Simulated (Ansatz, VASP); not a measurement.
# GaP in VASP and in Ansatz

Contents of INCAR:

```
SYSTEM = GaP
ALGO     = Normal         ! electronic algorithm
EDIFF    = 1E-8           ! SCF threshold, eV
ENCUT    = 520            ! plane-wave cutoff, eV
GGA      = PS             ! functional
ISIF     = 2              ! what is computed and relaxed
ISMEAR   = 0              ! smearing method
LASPH    = .True.         ! aspherical terms in the spheres
LCHARG   = .False.        ! write CHGCAR
LEFG     = .True.       
LREAL    = .False.        ! projectors in reciprocal space
LWAVE    = .False.        ! write WAVECAR
NBANDS   = 16             ! bands
NELM     = 80             ! most SCF steps
PREC     = Accurate       ! precision mode
SIGMA    = 0.05           ! smearing width, eV
```

Contents of KPOINTS:

```
k-points
0
Gamma
  10 10 10
  0 0 0
```

POSCAR

```
GaP
1.0
    0.0000000000      2.7192385971      2.7192385971
    2.7192385971      0.0000000000      2.7192385971
    2.7192385971      2.7192385971      0.0000000000
Ga P
1 1
Direct
    0.0000000000      0.0000000000      0.0000000000
    0.7500000000      0.7500000000      0.7500000000
```

Input for Ansatz:

```yaml
crystal:
  lattice:
    - [0.0, 2.7192385971, 2.7192385971]
    - [2.7192385971, 0.0, 2.7192385971]
    - [2.7192385971, 2.7192385971, 0.0]
  atoms:
    - { symbol: Ga, position: [0.0, 0.0, 0.0] }
    - { symbol: P, position: [0.75, 0.75, 0.75] }
basis:
  ecutwfc: 420
  ecutrho_ratio: 4
kpoints:
  mp_grid: { grid: [10, 10, 10] }
hamiltonian:
  xc: pbesol
scf:
  occupations: { method: gaussian, width: 0.05 }
  n_extra_bands: 20
output:
  forces: true
  stress: true
  eigenvalues: true
  optics: { de: 0.05 }
  efg: {}
```

Alike in both runs: task electric field gradients; functional PBEsol; k mesh 10 × 10 × 10; occupations gaussian, width 0.05 eV; no spin polarisation.

|  | VASP | Ansatz |
| --- | --- | --- |
| version | VASP 6.6.1 | Ansatz 0.2.0 |
| potentials or method | VASP PAW PBE potentials, release 64 (Ga_d, P), cutoff 520 eV | scalar-relativistic, plane waves, PAW |
| valence electrons in the cell | 18 | 18 |

```tsv
	VASP	Ansatz	Ansatz less VASP
gap on the k mesh at the Fermi level (eV)	1.47	1.47	-0.001
least direct gap on the mesh (eV)	1.81	1.80	-0.007
pressure (GPa)	-0.1	0.0	+0.06
```

VASP's potentials were made for PBE, not for PBEsol.
